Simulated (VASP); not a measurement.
Here is a VASP 6.6.1 calculation.

INCAR

```
PREC = Accurate ; ENCUT = 520
EDIFF = 1E-6 ; ISMEAR = 0
SIGMA = 0.15 ; LREAL = False
LASPH = True ; NELM = 80
ALGO = Fast ; ISIF = 2
LWAVE = False ; LCHARG = False
NBANDS = 8
```

Contents of KPOINTS:

```
Automatic mesh
0
Gamma
  22 22 22
```

POSCAR

```
Al
1.0
   -1.4664740538      1.4664740538      1.8349989835
    1.4664740538     -1.4664740538      1.8349989835
    1.4664740538      1.4664740538     -1.8349989835
Al
1
Direct
    0.0000000000      0.0000000000      0.0000000000
```

Potentials or basis: VASP PAW LDA potentials, release 64 (Al).

The run is started by

```console
$ cat potpaw_LDA.64/Al/POTCAR > POTCAR
$ mpirun -np 1 vasp_std > vasp.out
```

Task: Predict the pressure.

Result: 1.0 GPa.

Task: What does it give for the band gap on the k mesh?

Result: Zero (an odd number of electrons rules out a gap without spin polarisation).

Stress tensor (GPa, compression positive):
```
-1.09  0.00  0.00
 0.00 -1.09  0.00
 0.00  0.00  5.32
```

Caveat: the stress differs along the axes, from -1 to 5 GPa.
